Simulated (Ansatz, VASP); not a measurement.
One calculation of KI, two programs

```
CELL_PARAMETERS angstrom
6.08888 0.00000 0.00000
-3.04444 5.27313 0.00000
0.00000 0.00000 7.11966
ATOMIC_POSITIONS crystal
K 0.33333 0.66667 0.93658
K 0.66667 0.33333 0.43658
I 0.33333 0.66667 0.43656
I 0.66667 0.33333 0.93656
```

Alike in both runs: functional PBE; k mesh 6 × 6 × 4; occupations gaussian, width 0.02 eV; no spin polarisation.

Ansatz relaxed the structure, and its values are those at the end. VASP's run is a single point on that final structure, the one shown.

```csv
,VASP,Ansatz
version,VASP 6.6.1,Ansatz 0.2.0
potentials or method,"VASP PAW PBE potentials, release 64 (K_sv, I), cutoff 520 eV","scalar-relativistic, plane waves, PAW"
valence electrons in the cell,32,52
```

```tsv
	VASP	Ansatz	Ansatz less VASP
gap on the k mesh at the Fermi level (eV)	3.75	3.75	+0.004
least direct gap on the mesh (eV)	3.75	3.75	+0.004
pressure (GPa)	0.0	0.0	-0.01
```

VASP's potentials hold 32 valence electrons a cell and Ansatz's 52, so a difference there can come from the potentials and not from the codes.

Neither program's run includes spin-orbit coupling.
